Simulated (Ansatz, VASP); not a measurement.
## One calculation of Ta, two programs

```
CELL_PARAMETERS angstrom
-1.66082 1.66082 1.66082
1.66082 -1.66082 1.66082
1.66082 1.66082 -1.66082
ATOMIC_POSITIONS crystal
Ta 0.00000 0.00000 0.00000
```

Alike in both runs: functional PBE; k mesh 13 × 13 × 13; occupations fermi-dirac, width 0.1 eV; no spin polarisation.

Ansatz relaxed the structure, and its values are those at the end. VASP's run is a single point on that final structure, the one shown.

|  | VASP | Ansatz |
| --- | --- | --- |
| version | VASP 6.6.1 | Ansatz 0.2.0 |
| potentials or method | VASP PAW PBE potentials, release 64 (Ta_pv), cutoff 500 eV | plane waves (420 eV) with PAW (set soft_1), scalar-relativistic |
| valence electrons in the cell | 11 | 13 |

```tsv
	VASP	Ansatz	Ansatz less VASP
pressure (GPa)	0.1	0.0	-0.06
```

VASP's potentials hold 11 valence electrons a cell and Ansatz's 13, so a difference there can come from the potentials and not from the codes.

Spin-orbit coupling is off throughout.
